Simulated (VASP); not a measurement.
Sb:

```
Sb
1.0
     2.15420    1.24373    3.75800
    -2.15420    1.24373    3.75800
     0.00000   -2.48746    3.75800
Sb
2
Cartesian
  0.0000 0.0000 8.6416
  0.0000 0.0000 2.6324
```

```yaml
Program: VASP 6.6.1
Task: relaxation of cell and atoms
Functional: revPBE
Dispersion: D3(BJ)
Potentials_or_basis: VASP PAW PBE potentials, release 64 (Sb)
Cutoff: 600 eV
k_mesh: 8 × 8 × 8
Occupations: fermi-dirac, width 0.05 eV
Spin: no spin polarisation
```

At the start: pressure -1.2 GPa; volume 30.21 Å³/atom.

Task: Where does the relaxation end?

Result: Over 10 steps the energy falls by 12.7 meV/atom and the volume is 28.84 Å³/atom (-4.5 %); space group R-3m (No. 166, to 0.1 Å) before and after.

The path:
| step | energy change (eV) | largest force (eV/Å) | pressure (GPa) | volume (Å³) |
| --- | --- | --- | --- | --- |
| 1 | 0.0000 | 0.2154 | -1.20 | 60.41 |
| 2 | -0.0118 | 0.2940 | 0.40 | 58.45 |
| 3 | -0.0121 | 0.3050 | 0.65 | 58.17 |
| 4 | -0.0212 | 0.1510 | 0.42 | 57.85 |
| 5 | -0.0250 | 0.0163 | 0.22 | 57.40 |
| 6 | -0.0250 | 0.0077 | 0.23 | 57.43 |
| 7 | -0.0252 | 0.0206 | -0.15 | 57.80 |
| 8 | -0.0252 | 0.0173 | -0.05 | 57.70 |
| 9 | -0.0253 | 0.0066 | -0.02 | 57.69 |
| 10 | -0.0254 | 0.0031 | 0.01 | 57.68 |

Final structure:
```cif
data_structure
_symmetry_space_group_name_H-M 'P 1'
_symmetry_Int_Tables_number 1
_cell_length_a 4.3817
_cell_length_b 4.3817
_cell_length_c 4.3817
_cell_angle_alpha 58.674
_cell_angle_beta 58.674
_cell_angle_gamma 58.674
_cell_volume 57.68
loop_
_atom_site_label
_atom_site_type_symbol
_atom_site_fract_x
_atom_site_fract_y
_atom_site_fract_z
_atom_site_occupancy
Sb1 Sb 0.76204 0.76204 0.76204 1
Sb2 Sb 0.23796 0.23796 0.23796 1
```

Caveat: the PAW data sets were made with another functional, which shifts forces and pressure a little.
